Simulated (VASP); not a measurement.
Runs of VASP 6.6.1 on GaN. The structure is that of space group P6_3mc (No. 186), or close to it. The cells are those of the table. 

| cell | gap on the mesh (eV) | pressure (GPa) | largest force (eV/Å) |
| --- | --- | --- | --- |
| a = 3.180, b = 3.180, c = 5.166 Å, angles 90.0, 90.0, 120.0°, 4 atoms | (a) | -3.5 | 0.13 |
| a = 3.093, b = 3.093, c = 5.024 Å, angles 90.0, 90.0, 120.0°, 4 atoms | 2.55 | 15.2 | 0.15 |
| a = 3.236, b = 3.236, c = 5.256 Å, angles 90.0, 90.0, 120.0°, 4 atoms | (c) | -12.2 | 0.11 |
| a = 3.263, b = 3.263, c = 5.300 Å, angles 90.0, 90.0, 120.0°, 4 atoms | 1.47 | (b) | 0.11 |
| a = 3.151, b = 3.151, c = 5.120 Å, angles 90.0, 90.0, 120.0°, 4 atoms | 2.17 | 1.9 | 0.14 |
| a = 3.208, b = 3.208, c = 5.212 Å, angles 90.0, 90.0, 120.0°, 4 atoms | 1.81 | (d) | 0.12 |
| a = 3.122, b = 3.122, c = 5.072 Å, angles 90.0, 90.0, 120.0°, 4 atoms | 2.36 | 8.0 | 0.14 |

Alike in all rows: task single point; level LDA; potentials or basis VASP PAW LDA potentials, release 64 (Ga_d, N); no spin polarisation; k mesh 7 × 7 × 4; cutoff (eV) 600; smearing gaussian 0.01 eV.

Question: Estimate the missing entries.

Answer: (a) 1.99; (b) -15.6; (c) 1.64; (d) -8.2.

Caveats: the cell stands under tension (at least some runs); the cell stands under pressure (at least some runs).

A k mesh can miss the band edges, and the runs leave out spin-orbit coupling on Ga.
